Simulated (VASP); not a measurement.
Runs of VASP 6.6.1 on Cs. The structure is that of space group Fm-3m (No. 225), or close to it. The cells are those of the table. This isn't the form of Cs at room conditions, which is bcc.

| level | cell | k mesh | grid for exact exchange (PRECFOCK) | share of exact exchange | screening parameter | gap on the mesh (eV) | pressure (GPa) |
| --- | --- | --- | --- | --- | --- | --- | --- |
| PBE | a = 5.693 Å, angles 60.0°, 1 atom | 8 × 8 × 8 | - | - | - | none | -0.2 |
| PBE | a = 5.482 Å, angles 60.0°, 1 atom | 12 × 12 × 12 | - | - | - | none | 0.0 |
| PBE | a = 5.482 Å, angles 60.0°, 1 atom | 4 × 4 × 4 | - | - | - | none | 0.0 |
| HSE06 | a = 5.482 Å, angles 60.0°, 1 atom | 4 × 4 × 4 | Normal | 0.25 | 0.2079 1/Å | none | (a) |

Alike in all rows: task single point; potentials or basis VASP PAW PBE potentials, release 64 (Cs_sv); no spin polarisation; cutoff (eV) 520; smearing fermi-dirac 0.1 eV.

Q: Estimate the missing entries.

A: (a) 0.1.

Caveats: spin-orbit coupling is left out, which moves the levels of the heavy elements; the PAW data sets were made with another functional, which shifts forces and pressure a little (at least some runs).

A k mesh can miss the band edges, and the runs leave out spin-orbit coupling on Cs.

A gap of «none» marks levels without a gap at the run's occupations.
